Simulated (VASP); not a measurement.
Set up this calculation in VASP 6.6.1, as the native input.

```yaml
Task: single point
Functional: PBE
Potentials_or_basis: VASP PAW PBE potentials, release 64 (In_d)
Cutoff: 520 eV
k_mesh: 20 × 20 × 20
Occupations: gaussian, width 0.15 eV
Spin: no spin polarisation
Dipole_correction: no
Further_INCAR_settings: ALGO = Fast; EDIFF = 1e-06; NBANDS = 12
```

The structure of In lies in POSCAR:

```
In
1.0
   -1.6261500000      1.6261500000      2.2760340000
    1.6261500000     -1.6261500000      2.2760340000
    1.6261500000      1.6261500000     -2.2760340000
In
1
Direct
    0.0000000000      0.0000000000      0.0000000000
```

This cell differs from its parent crystal: strain +0.000 along x and y, -0.080 along z.

The input as run:

INCAR

```
SYSTEM = In
  ALGO = Fast
  EDIFF = 1E-6
  ENCUT = 520
  GGA = PE
  ISIF = 2
  ISMEAR = 0
  LASPH = .TRUE.
  LCHARG = .TRUE.
  LELF = .TRUE.
  LREAL = .FALSE.
  LVHAR = .TRUE.
  LWAVE = .FALSE.
  NBANDS = 12
  NELM = 100
  PREC = Accurate
  SIGMA = 0.15
```

KPOINTS

```
k-points
0
G
  20 20 20
  0 0 0
```

Potentials or basis: VASP PAW PBE potentials, release 64 (In_d).

Run with:

```console
$ cat potpaw_PBE.64/In_d/POTCAR > POTCAR
$ mpirun -np 1 vasp_std > vasp.out
```

It gave:

```yaml
Pressure: 6.5 GPa
```

Caveat: the cell differs from its parent crystal (strain +0.000 along x and y, -0.080 along z).

Run time: 95 s on 1 thread of AMD EPYC 9R45 96-Core Processor (Zen 5), on a shared host, peak memory 0.25 GiB.
